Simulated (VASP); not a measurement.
# Sn (Immm) in VASP: notebook, part 2 of 2

VASP 6.6.1. Earlier steps stand in the parts before.

## Step 4: Single point, PBE

This run uses another cell than the first one, of 28.67 Å³/atom.

File INCAR:

```
PREC     = Accurate       # precision mode
ENCUT    = 520            # plane-wave cutoff, eV
EDIFF    = 1E-6           # SCF threshold, eV
ISMEAR   = 0              # smearing method
SIGMA    = 0.027000000000000003 # smearing width, eV
LREAL    = F              # projectors in reciprocal space
LASPH    = T              # aspherical terms in the spheres
NELM     = 60             # most SCF steps
ALGO     = Normal         # electronic algorithm
ISIF     = 2              # what is computed and relaxed
LWAVE    = F              # write WAVECAR
LCHARG   = F              # write CHGCAR
GGA      = PE             # functional
NBANDS   = 13             # bands
```

File KPOINTS:

```
regular mesh
0
Gamma
  11 11 11
```

File POSCAR:

```
Sn
1.0
   -1.7265390000      1.7755470000      2.3383420000
    1.7265390000     -1.7755470000      2.3383420000
    1.7265390000      1.7755470000     -2.3383420000
Sn
1
Direct
    0.0000000000      0.0000000000      0.0000000000
```

Potentials or basis: VASP PAW PBE potentials, release 64 (Sn_d).

Started as:

```bash
$ cat potpaw_PBE.64/Sn_d/POTCAR > POTCAR
$ mpirun -np 1 vasp_std > vasp.out
```

OUTCAR:

```text
PREC = Accurate
   ENCUT = 520
   EDIFF = 1E-6
   ISMEAR = 0
   LREAL = F
   LASPH = T
   NELM = 60
   ISIF = 2
   GGA = PE

 ion  position               nearest neighbor table
   1  0.000  0.000  0.000-

  LATTYP: Found a body centered orthorhombic cell.
 ALAT       =     3.4530780000
 B/A-ratio  =     1.0283851103
 C/A-ratio  =     1.3543522620

  Lattice vectors:

 A1 = (  -1.7265390000,   1.7755470000,   2.3383420000)
 A2 = (   1.7265390000,  -1.7755470000,   2.3383420000)
 A3 = (   1.7265390000,   1.7755470000,  -2.3383420000)

Analysis of symmetry for initial positions (statically):
=====================================================================
 Subroutine PRICEL returns:
 Original cell was already a primitive cell.

 Routine SETGRP: Setting up the symmetry group for a
 body centered orthorhombic supercell.

 Subroutine GETGRP returns: Found  8 space group operations
 (whereof  8 operations were pure point group operations)
 out of a pool of  8 trial point group operations.

The static configuration has the point symmetry D_2h.

Analysis of symmetry for dynamics (positions and initial velocities):
=====================================================================
 Subroutine PRICEL returns:
 Original cell was already a primitive cell.

 Routine SETGRP: Setting up the symmetry group for a
 body centered orthorhombic supercell.

 Subroutine GETGRP returns: Found  8 space group operations
 (whereof  8 operations were pure point group operations)
 out of a pool of  8 trial point group operations.

The dynamic configuration has the point symmetry D_2h.

 Subroutine INISYM returns: Found  8 space group operations
 (whereof  8 operations are pure point group operations),
 and found     1 'primitive' translations

----------------------------------------------------------------------------------------

                                     Primitive cell

  volume of cell :      28.6732

  direct lattice vectors                    reciprocal lattice vectors
    -1.726539000  1.775547000  2.338342000     0.000000000  0.281603359  0.213826720
     1.726539000 -1.775547000  2.338342000     0.289596702  0.000000000  0.213826720
     1.726539000  1.775547000 -2.338342000     0.289596702  0.281603359  0.000000000

  length of vectors
     3.406075069  3.406075069  3.406075069     0.353584952  0.359983494  0.403938983

  position of ions in fractional coordinates (direct lattice)
     0.000000000  0.000000000  0.000000000

  ion indices of the primitive-cell ions
   primitive index   ion index
                 1           1

----------------------------------------------------------------------------------------

 KPOINTS: regular mesh

Automatic generation of k-mesh.
 Grid dimensions read from file:
 generate k-points for:   11   11   11

 Generating k-lattice:

  Cartesian coordinates                     Fractional coordinates (reciprocal lattice)
     0.000000000  0.025600305  0.019438793     0.090909091  0.000000000 -0.000000000
     0.026326973  0.000000000  0.019438793     0.000000000  0.090909091  0.000000000
     0.026326973  0.025600305  0.000000000    -0.000000000  0.000000000  0.090909091

  Length of vectors
     0.032144087  0.032725772  0.036721726

  Shift w.r.t. Gamma in fractional coordinates (k-lattice)
     0.000000000  0.000000000  0.000000000

 Subroutine IBZKPT returns following result:
 ===========================================

 Found    216 irreducible k-points:

 Following reciprocal coordinates:
            Coordinates               Weight
  0.000000  0.000000  0.000000      1.000000
  0.090909  0.000000  0.000000      4.000000
  0.181818 -0.000000  0.000000      4.000000
  0.272727  0.000000  0.000000      4.000000
  0.363636 -0.000000  0.000000      4.000000
  0.454545  0.000000  0.000000      4.000000
[... 16 lines left out ...]
  0.454545  0.181818  0.000000      8.000000
 -0.454545  0.181818  0.000000      8.000000
 [... further k-points ...]
   k-points           NKPTS =    216   k-points in BZ     NKDIM =    216   number of bands    NBANDS=     13
   number of dos      NEDOS =    301   number of ions     NIONS =      1
   total plane-waves  NPLWV =  21952
   dimension x,y,z NGX =    28 NGY =   28 NGZ =   28
   dimension x,y,z NGXF=    56 NGYF=   56 NGZF=   56
   ions per type =               1
   NGX,Y,Z   is equivalent  to a cutoff of  13.67, 13.67, 13.67 a.u.
   NGXF,Y,Z  is equivalent  to a cutoff of  27.33, 27.33, 27.33 a.u.
 SYSTEM =  unknown system
   PREC   = accura    normal or accurate (medium, high low for compatibility)
   ISTART =      0    job   : 0-new  1-cont  2-samecut
   ICHARG =      2    charge: 1-file 2-atom 10-const
   ISPIN  =      1    spin polarized calculation?
   LNONCOLLINEAR =      F non collinear calculations
   LSORBIT =      F    spin-orbit coupling
   LASPH  =      T    aspherical Exc in radial PAW
   ENCUT  =  520.0 eV  38.22 Ry    6.18 a.u.   6.33  6.33  6.33*2*pi/ulx,y,z
   NELM   =     60;   NELMIN=  2; NELMDL= -5     # of ELM steps
   EDIFF  = 0.1E-05   stopping-criterion for ELM
   LREAL  =      F    real-space projection
   EDIFFG = 0.1E-04   stopping-criterion for IOM
   NSW    =      0    number of steps for IOM
   IBRION =     -1    ionic relax: 0-MD 1-quasi-New 2-CG
   NFREE  =      0    steps in history (QN), initial steepest desc. (CG)
   ISIF   =      2    stress and relaxation
   ISYM   =      2    0-nonsym 1-usesym 2-fastsym
   POTIM  = 0.5000    time-step for ionic-motion
   TEBEG  =    0.0;   TEEND  =   0.0 temperature during run
   PSTRESS=    0.0 pullay stress
   NELECT =      14.0000    total number of electrons
   NUPDOWN=      -1.0000    fix difference up-down
   EMIN   =  10.00;   EMAX   =-10.00  energy-range for DOS
   EFERMI =   0.00;   METHOD = LEGACY
   ISMEAR =     0;   SIGMA  =   0.03  broadening in eV -4-tet -1-fermi 0-gaus
   EFERMI_NEDOS =   21; number of points for ismear=-14 and -15
   IALGO  =     38    algorithm
   IMIX   =      4    mixing-type and parameters
     AMIX     =   0.40;   BMIX     =  1.00
     AMIX_MAG =   1.60;   BMIX_MAG =  1.00
  volume/ion in A,a.u.               =      28.67       193.50
  Fermi-wavevector in a.u.,A,eV,Ry     =   1.289116  2.436076 22.610433  1.661820
  Thomas-Fermi vector in A             =   2.421028
   LORBIT       =      0    0 simple, 1 ext, 2 COOP (PROOUT), +10 PAW based schemes
   GGA     = PE    functional components
   LHFCALC =     F    Hartree Fock is set to
   AEXX    =    0.0000 exact exchange contribution
   IVDW    =     0    specifies the selected vdW correction
   LEPSILON=     F    determine dielectric tensor
   LRPA    =     F    only Hartree local field effects (RPA)
 non-spin polarized calculation
 Gauss-broadening in eV      SIGMA  =   0.03
  energy-cutoff  :      520.00
  volume of cell :       28.67
 maximum number of plane-waves:       788
 NGX is ok and might be reduce to    28
   NGX = 13   NGY = 13   NGZ = 13

 number of electron      13.9999998 magnetization

 Free energy of the ion-electron system (eV)
  ---------------------------------------------------
  ext. energy  EPLUGINS =         0.00000000
  ---------------------------------------------------
  free energy    TOTEN  =        -3.78626697 eV

  energy without entropy =       -3.78605348  energy(sigma->0) =       -3.78616022

 E-fermi :   7.5264     XC(G=0): -10.1143

 val. band max:        7.5008251974   @ k =   0.1818   0.1818   0.1818
 cond. band min:       7.5326919314   @ k =  -0.1818   0.3636   0.0000
 fundamental gap:      0.0318667340
 Fermi energy:         7.5264128224

 k-point     1 :       0.0000    0.0000    0.0000
  band No.  band energies     occupation
      1     -14.0506      2.00000
      2     -14.0350      2.00000
      3     -14.0159      2.00000
      4     -13.9873      2.00000
      5     -13.9523      2.00000
      6      -3.2499      2.00000
      7      14.5424      0.00000
      8      14.6862      0.00000
      9      15.0918      0.00000
     10      18.1243      0.00000
     11      18.6351      0.00000
     12      19.1449      0.00000
     13      19.3030      0.00000
[... 353 lines left out ...]
 k-point    24 :      -0.4545    0.1818    0.0000
  band No.  band energies     occupation
      1     -14.0502      2.00000
      2     -14.0108      2.00000
      3     -13.9835      2.00000
      4     -13.9452      2.00000
      5     -13.9066      2.00000
      6       0.1298      2.00000
      7       5.2453      2.00000
      8       9.9837      0.00000
      9      11.6672      0.00000
     10      14.8934      0.00000
     11      19.9232      0.00000
     12      20.9641      0.00000
     13      22.3509      0.00000

 [... further k-points ...]

------------------------ aborting loop because EDIFF is reached ----------------------------------------

  FORCE on cell =-STRESS in cart. coord.  units (eV):
  Direction    XX          YY          ZZ          XY          YZ          ZX
  --------------------------------------------------------------------------------------
  -------------------------------------------------------------------------------------
  Total       -0.0527591     -0.4093991     -0.1082710     -0.0000000      0.0000000      0.0000000
  in kB       -2.9480287    -22.8760401     -6.0498726     -0.0000000      0.0000000      0.0000000
  external PRESSURE =     -10.6246472 kB  Pullay stress =       0.0000000 kB

 VOLUME and BASIS-vectors are now :
 -----------------------------------------------------------------------------
  energy-cutoff  :      520.00
  volume of cell :       28.67
      direct lattice vectors                 reciprocal lattice vectors
    -1.726539000  1.775547000  2.338342000     0.000000000  0.281603359  0.213826720
     1.726539000 -1.775547000  2.338342000     0.289596702  0.000000000  0.213826720
     1.726539000  1.775547000 -2.338342000     0.289596702  0.281603359  0.000000000

 POSITION                                       TOTAL-FORCE (eV/Angst)
 -----------------------------------------------------------------------------------
      0.00000      0.00000      0.00000         0.000000     -0.000000      0.000000
 -----------------------------------------------------------------------------------
    total drift:                               -0.000000     -0.000000     -0.000000

  FREE ENERGIE OF THE ION-ELECTRON SYSTEM (eV)
  ---------------------------------------------------
  free  energy   TOTEN  =        -3.7862669659 eV

  energy  without entropy=       -3.7860534772  energy(sigma->0) =       -3.78616022
```

Run time: 61 s. Hardware: 1 thread of Intel Xeon Platinum 8259CL at 2.50GHz (Skylake/Cascade Lake), shared host; peak memory 0.21 GiB.

What came out:

| Property | Result |
| --- | --- |
| Free energy | -3.7863 eV |
| Pressure | -1.1 GPa |
| Band gap on the k mesh | zero (bands 7 and 8 overlap by 8.80 eV) |

Levels at points of the mesh, in eV from the Fermi level:
| k point | band 3 | band 4 | band 5 | band 6 | band 7 | band 8 | band 9 | band 10 | band 11 | band 12 |
| --- | --- | --- | --- | --- | --- | --- | --- | --- | --- | --- |
| (0.00, 0.00, 0.00) | -21.54 | -21.51 | -21.48 | -10.78 | 7.02 | 7.16 | 7.57 | 10.60 | 11.11 | 11.62 |

Caveat: spin-orbit coupling is left out, which moves the levels of the heavy elements.

## Step 5: Single point, PBE

This run uses another cell than the first one, of 28.67 Å³/atom.

INCAR, as its differences from that of step 4:

```diff
@@ -2,5 +2,5 @@
 ENCUT    = 520            # plane-wave cutoff, eV
-EDIFF    = 1E-6           # SCF threshold, eV
+EDIFF    = 1E-7           # SCF threshold, eV
 ISMEAR   = 0              # smearing method
-SIGMA    = 0.027000000000000003 # smearing width, eV
+SIGMA    = 0.028000000000000004 # smearing width, eV
 LREAL    = F              # projectors in reciprocal space
```

KPOINTS is that of step 4.

POSCAR is that of step 4.

Started as:

```bash
$ cat potpaw_PBE.64/Sn_d/POTCAR > POTCAR
$ mpirun -np 1 vasp_std > vasp.out
```

Wall time 91 s (1 thread of Intel Xeon Platinum 8259CL at 2.50GHz (Skylake/Cascade Lake), shared host); peak memory 0.21 GiB.

It converged, with:

- Free energy: -3.7863 eV
- Pressure: -1.1 GPa
- Band gap on the k mesh: zero (bands 7 and 8 overlap by 8.80 eV)

Stress tensor (GPa, compression positive):
```
-0.33  0.00  0.00
 0.00 -2.32  0.00
 0.00  0.00 -0.64
```

Levels at points of the mesh, in eV from the Fermi level:
| k point | band 3 | band 4 | band 5 | band 6 | band 7 | band 8 | band 9 | band 10 | band 11 | band 12 |
| --- | --- | --- | --- | --- | --- | --- | --- | --- | --- | --- |
| (0.00, 0.00, 0.00) | -21.54 | -21.51 | -21.48 | -10.78 | 7.02 | 7.16 | 7.57 | 10.60 | 11.11 | 11.62 |

Caveat: spin-orbit coupling is left out, which moves the levels of the heavy elements.

## Step 6: Summary

| level | potentials or basis | cell | smearing | gap on the mesh (eV) | pressure (GPa) |
| --- | --- | --- | --- | --- | --- |
| LDA | VASP PAW LDA potentials, release 64 (Sn_d) | a = 3.383 Å, angles 119.1, 117.2, 93.3°, 1 atom | fermi-dirac 0.05 eV | none | -4.1 |
| PBEsol | VASP PAW PBE potentials, release 64 (Sn_d) | a = 3.383 Å, angles 119.1, 117.2, 93.3°, 1 atom | fermi-dirac 0.05 eV | none | -2.9 |
| PBE | VASP PAW PBE potentials, release 64 (Sn_d) | a = 3.406 Å, angles 119.1, 117.2, 93.3°, 1 atom | gaussian 0.027 eV | none | -1.1 |
| PBE | VASP PAW PBE potentials, release 64 (Sn_d) | a = 3.406 Å, angles 119.1, 117.2, 93.3°, 1 atom | gaussian 0.028 eV | none | -1.1 |

Alike in all rows: task single point; no spin polarisation; k mesh 11 × 11 × 11; cutoff (eV) 520.

Caveats: spin-orbit coupling is left out, which moves the levels of the heavy elements; the cell stands under tension (at least some runs); the PAW data sets were made with another functional, which shifts forces and pressure a little (at least some runs).

Total energies depend on the potentials used, so only differences within one code and one set of settings carry meaning.
